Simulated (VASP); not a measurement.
# Ag (Cmcm) in VASP: further runs, part 2 of 2

VASP 6.6.1. Earlier steps stand in the parts before.

**5. Single point, PBEsol (atom 1 (Ag) moved by (+0.000, +0.300) A along x and y)**

INCAR reads:

```
SYSTEM = Ag
ALGO = Fast ; EDIFF = 1E-6
ENCUT = 520 ; GGA = PS
ISIF = 2 ; ISMEAR = 0
LASPH = .TRUE. ; LCHARG = .FALSE.
LREAL = .FALSE. ; LWAVE = .FALSE.
NBANDS = 18 ; NELM = 60
PREC = Accurate ; SIGMA = 0.15
```

KPOINTS reads:

```
k-points
0
G
  18 18 10
  0 0 0
```

POSCAR reads:

```
Ag
1.0
    2.9299980804      0.0000000000      0.0000000000
   -1.4649990402      2.5374527707      0.0000000000
    0.0000000000      0.0000000000      4.7900000000
Ag
2
Direct
    0.3924477341      0.7848954682      0.2500000000
    0.6666666667      0.3333333333      0.7500000000
```

Potentials or basis: VASP PAW PBE potentials, release 64 (Ag).

Command:

```console
cat potpaw_PBE.64/Ag/POTCAR > POTCAR
mpirun -np 1 vasp_std > vasp.out
```

OUTCAR:

```text
SYSTEM = Ag
   EDIFF = 1E-6
   ENCUT = 520
   GGA = PS
   ISIF = 2
   ISMEAR = 0
   LASPH = .TRUE.
   LREAL = .FALSE.
   NELM = 60
   PREC = Accurate

 ion  position               nearest neighbor table
   1  0.392  0.785  0.250-   2 2.77   2 2.77   2 3.03   2 3.03   2 3.03   2 3.03
   2  0.667  0.333  0.750-   1 2.77   1 2.77   1 3.03   1 3.03   1 3.03   1 3.03

  LATTYP: Found a hexagonal cell.
 ALAT       =     2.9299980804
 C/A-ratio  =     1.6348133577

  Lattice vectors:

 A1 = (   2.9299980804,   0.0000000000,   0.0000000000)
 A2 = (  -1.4649990402,   2.5374527707,   0.0000000000)
 A3 = (   0.0000000000,   0.0000000000,   4.7900000000)

Analysis of symmetry for initial positions (statically):
=====================================================================
 Subroutine PRICEL returns:
 Original cell was already a primitive cell.

 Routine SETGRP: Setting up the symmetry group for a
 hexagonal supercell.

 Subroutine GETGRP returns: Found  8 space group operations
 (whereof  2 operations were pure point group operations)
 out of a pool of 24 trial point group operations.

The static configuration has the point symmetry C_1h.
 The point group associated with its full space group is D_2h.

Analysis of symmetry for dynamics (positions and initial velocities):
=====================================================================
 Subroutine PRICEL returns:
 Original cell was already a primitive cell.

 Routine SETGRP: Setting up the symmetry group for a
 hexagonal supercell.

 Subroutine GETGRP returns: Found  8 space group operations
 (whereof  2 operations were pure point group operations)
 out of a pool of 24 trial point group operations.

The dynamic configuration has the point symmetry C_1h.
 The point group associated with its full space group is D_2h.

 Subroutine INISYM returns: Found  8 space group operations
 (whereof  2 operations are pure point group operations),
 and found     1 'primitive' translations

[... 115 lines left out ...]
  volume/ion in A,a.u.               =      17.81       120.16
  Fermi-wavevector in a.u.,A,eV,Ry     =   1.394276  2.634800 26.449806  1.944006
  Thomas-Fermi vector in A             =   2.517841
   LORBIT       =      0    0 simple, 1 ext, 2 COOP (PROOUT), +10 PAW based schemes
   GGA     = PS    functional components
   LHFCALC =     F    Hartree Fock is set to
   AEXX    =    0.0000 exact exchange contribution
   IVDW    =     0    specifies the selected vdW correction
   LEPSILON=     F    determine dielectric tensor
   LRPA    =     F    only Hartree local field effects (RPA)
 non-spin polarized calculation
 RMM-DIIS sequential band-by-band and
 Gauss-broadening in eV      SIGMA  =   0.15
  energy-cutoff  :      520.00
  volume of cell :       35.61
 maximum number of plane-waves:       990
 NGX is ok and might be reduce to    24
   NGX = 11   NGY = 11   NGZ = 17

 number of electron      22.0000002 magnetization

 Free energy of the ion-electron system (eV)
  ---------------------------------------------------
  ext. energy  EPLUGINS =         0.00000000
  ---------------------------------------------------
  free energy    TOTEN  =        -6.51669405 eV

  energy without entropy =       -6.50950956  energy(sigma->0) =       -6.51310181

 E-fermi :   7.6135     XC(G=0): -12.1501

 val. band max:        7.6084231464   @ k =   0.1111   0.1111   0.2000
 cond. band min:       7.6164362361   @ k =   0.0000   0.2778   0.3000
 fundamental gap:      0.0080130897
 Fermi energy:         7.6135175142

 k-point     1 :       0.0000    0.0000    0.0000
  band No.  band energies     occupation
      1       0.1313      2.00000
      2       1.5379      2.00000
      3       2.8187      2.00000
      4       3.0995      2.00000
      5       3.1789      2.00000
      6       3.2493      2.00000
[... 481 lines left out ...]
      5       3.2104      2.00000
      6       3.2667      2.00000
[... 10 lines left out ...]
     17      25.4301      0.00000
     18      25.9905      0.00000

 [... further k-points ...]

------------------------ aborting loop because EDIFF is reached ----------------------------------------

  FORCE on cell =-STRESS in cart. coord.  units (eV):
  Direction    XX          YY          ZZ          XY          YZ          ZX
  --------------------------------------------------------------------------------------
  -------------------------------------------------------------------------------------
  Total       -1.7138881     -1.2172238     -0.9235893      0.0000000     -0.0000000      0.0000000
  in kB      -77.1067186    -54.7621145    -41.5516864      0.0000000     -0.0000000      0.0000000
  external PRESSURE =     -57.8068399 kB  Pullay stress =       0.0000000 kB

 VOLUME and BASIS-vectors are now :
 -----------------------------------------------------------------------------
  energy-cutoff  :      520.00
  volume of cell :       35.61
      direct lattice vectors                 reciprocal lattice vectors
     2.929998080  0.000000000  0.000000000     0.341297152  0.197048003  0.000000000
    -1.464999040  2.537452771  0.000000000     0.000000000  0.394096005  0.000000000
     0.000000000  0.000000000  4.790000000     0.000000000  0.000000000  0.208768267

 POSITION                                       TOTAL-FORCE (eV/Angst)
 -----------------------------------------------------------------------------------
      0.00000      1.99164      1.19750        -0.000000     -0.317841      0.000000
      1.46500      0.84582      3.59250         0.000000      0.317841     -0.000000
 -----------------------------------------------------------------------------------
    total drift:                               -0.000000     -0.000008     -0.000000

  FREE ENERGIE OF THE ION-ELECTRON SYSTEM (eV)
  ---------------------------------------------------
  free  energy   TOTEN  =        -6.5166940520 eV

  energy  without entropy=       -6.5095095619  energy(sigma->0) =       -6.51310181
```

OSZICAR:

```text
N       E                     dE             d eps       ncg     rms          rms(c)
DAV:   1     0.123365959167E+03    0.12337E+03   -0.11689E+04 19656   0.121E+03
DAV:   2    -0.514346051604E+01   -0.12851E+03   -0.12199E+03 20258   0.266E+02
DAV:   3    -0.717214841857E+01   -0.20287E+01   -0.20219E+01 22638   0.378E+01
DAV:   4    -0.717825337041E+01   -0.61050E-02   -0.61045E-02 21624   0.204E+00
DAV:   5    -0.717830326656E+01   -0.49896E-04   -0.49895E-04 21720   0.197E-01    0.713E+00
RMM:   6    -0.653842817566E+01    0.63988E+00   -0.15583E+00 19670   0.101E+01    0.429E+00
RMM:   7    -0.652366226089E+01    0.14766E-01   -0.24081E-02 20509   0.152E+00    0.255E+00
RMM:   8    -0.651673008724E+01    0.69322E-02   -0.19293E-03 20927   0.416E-01    0.251E-01
RMM:   9    -0.651669468221E+01    0.35405E-04   -0.39267E-04 21503   0.158E-01    0.697E-02
RMM:  10    -0.651669342189E+01    0.12603E-05   -0.50237E-05 21583   0.528E-02    0.341E-02
RMM:  11    -0.651669381465E+01   -0.39276E-06   -0.11826E-05 19494   0.212E-02    0.147E-02
RMM:  12    -0.651669405198E+01   -0.23732E-06   -0.37903E-06 17251   0.143E-02
   1 F= -.65166941E+01 E0= -.65131018E+01  d E =-.718449E-02
```

Wall time 5.7 min (1 thread of Intel Xeon 8259CL, shared host); peak memory 0.39 GiB.

What came out:

```
Free energy            : -6.5167 eV
Pressure               : -5.8 GPa
Largest force          : 0.318 eV/Å
Band gap on the k mesh : zero (bands 11 and 12 overlap by 7.20 eV)
```

Forces in eV/Å, atoms in the order of the input:
```
Ag   0.000 -0.318  0.000
Ag   0.000  0.318  0.000
```

Levels at points of the mesh, in eV from the Fermi level:
```csv
k point,band 8,band 9,band 10,band 11,band 12,band 13,band 14,band 15
"(0.00, 0.00, 0.00)",-4.13,-3.60,-3.35,-2.81,-0.31,3.39,15.37,17.12
"(0.50, 0.00, 0.00)",-2.94,-2.83,-2.79,-0.12,1.69,6.29,6.44,9.45
"(0.00, 0.50, 0.00)",-2.93,-2.89,-2.70,0.64,0.97,7.53,8.07,8.12
"(0.00, 0.00, 0.50)",-4.36,-3.35,-3.35,-3.24,-3.24,10.79,10.79,15.94
"(0.50, 0.00, 0.50)",-3.12,-2.79,-2.79,1.03,1.03,4.11,4.11,12.80
"(0.00, 0.50, 0.50)",-2.82,-2.75,-2.75,0.50,0.50,4.65,4.65,13.25
```

Caveat: the cell differs from its parent crystal (atom 1 (Ag) moved by (+0.000, +0.300) A along x and y); the cell stands under tension; the PAW data sets were made with another functional, which shifts forces and pressure a little.

**6. The runs side by side**

```csv
cell,further INCAR settings,gap on the mesh (eV),pressure (GPa),largest force (eV/Å)
"as given, atomic positions A",ALGO = Fast; EDIFF = 1e-07; NBANDS = 18,none,-5.3,0.10
"as given, atomic positions B",ALGO = Fast; EDIFF = 1e-06; NBANDS = 18,none,-3.2,0.74
"as given, atomic positions C",ALGO = Fast; EDIFF = 1e-06; NBANDS = 18,none,-6.1,0.13
"as given, atomic positions D",ALGO = Fast; EDIFF = 1e-06; NBANDS = 18,none,-5.8,0.32
```

Alike in all rows: task single point; level PBEsol; potentials or basis VASP PAW PBE potentials, release 64 (Ag); no spin polarisation; k mesh 18 × 18 × 10; cutoff (eV) 520; smearing gaussian 0.15 eV.

Caveats: the cell stands under tension; the PAW data sets were made with another functional, which shifts forces and pressure a little.

Total energies depend on the potentials used, so only differences within one code and one set of settings carry meaning.
